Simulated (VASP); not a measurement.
Crystal: Mg.

```
Mg
1.0
     3.20930    0.00000    0.00000
    -1.60465    2.77934    0.00000
     0.00000    0.00000    5.10609
Mg
2
Cartesian
  1.6047 0.9264 3.8296
  0.0000 1.8529 1.2765
```

Base run:

```yaml
Program: VASP 6.6.1
Functional: PBEsol
Potentials_or_basis: VASP PAW PBE potentials, release 64 (Mg)
Cutoff: 520 eV
k_mesh: 8 × 8 × 5
Occupations: fermi-dirac, width 0.05 eV
Spin: no spin polarisation
```

Its results: band gap on the k mesh zero (band 2 reaches 3.58 eV, above the bottom of band 3 at 1.59 eV); pressure -0.4 GPa.

Task: The run is repeated on the same cell with these changes: functional from PBEsol to PBE; further incar settings from ALGO = Normal; EDIFF = 1e-06; NBANDS = 9 to ALGO = Normal; EDIFF = 1e-07; NBANDS = 9. What comes out?

Result: Band gap on the k mesh zero (band 2 reaches 3.62 eV, above the bottom of band 3 at 1.63 eV); pressure 0.2 GPa.

Caveats: the PAW data sets were made with another functional, which shifts forces and pressure a little (some runs).
